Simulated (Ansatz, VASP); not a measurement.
**Al: VASP beside Ansatz**

```
CELL_PARAMETERS angstrom
0.00000 2.10494 1.94302
2.10494 0.00000 1.94302
2.10494 2.10494 0.00000
ATOMIC_POSITIONS crystal
Al 0.00000 0.00000 0.00000
```

Change from the starting cell: strain +0.040 along x and y, -0.040 along z, atoms carried along.

Alike in both runs: task single point; functional PBE; k mesh 20 × 20 × 20; occupations gaussian, width 0.15 eV; no spin polarisation.

|  | VASP | Ansatz |
| --- | --- | --- |
| version | VASP 6.6.1 | Ansatz 0.2.0 |
| potentials or method | VASP PAW PBE potentials, release 64 (Al), cutoff 520 eV | scalar-relativistic, plane waves, PAW |
| valence electrons in the cell | 3 | 3 |

```csv
,VASP,Ansatz,Ansatz less VASP
gap on the k mesh at the Fermi level (eV),none,none,-
pressure (GPa),-2.7,-2.7,+0.03
"traceless stress, the component that is largest in VASP (GPa)",1.85,1.85,+0.003
```

A gap of «none» marks a metal or a gap that the smearing closes. With one functional, cell and mesh, what is left measures potentials, basis and numerics.
